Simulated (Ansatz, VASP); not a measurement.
# NaH: VASP beside Ansatz

```xyz
2
Lattice="0.0000 2.3790 2.4400 2.3790 0.0000 2.4400 2.3790 2.3790 0.0000" Properties=species:S:1:pos:R:3 pbc="T T T"
Na    0.0000    0.0000    0.0000
H     2.3790    2.3790    2.4400
```

Change from the starting cell: strain -0.025 along x and y, +0.000 along z, atoms carried along.

Alike in both runs: task single point; functional PBE; k mesh 8 × 8 × 8; occupations gaussian, width 0.05 eV; no spin polarisation.

```csv
,VASP,Ansatz
version,VASP 6.6.1,Ansatz 0.2.0
potentials or method,"VASP PAW PBE potentials, release 64 (Na_pv, H), cutoff 520 eV","scalar-relativistic, plane waves, PAW"
valence electrons in the cell,8,10
```

|  | VASP | Ansatz | Ansatz less VASP |
| --- | --- | --- | --- |
| gap on the k mesh at the Fermi level (eV) | 3.78 | 3.78 | +0.002 |
| least direct gap on the mesh (eV) | 4.66 | 4.67 | +0.005 |
| pressure (GPa) | 0.5 | 0.5 | +0.03 |
| traceless stress, the component that is largest in VASP (GPa) | -0.57 | -0.56 | +0.005 |

VASP's potentials hold 8 valence electrons a cell and Ansatz's 10, so a difference there can come from the potentials and not from the codes.
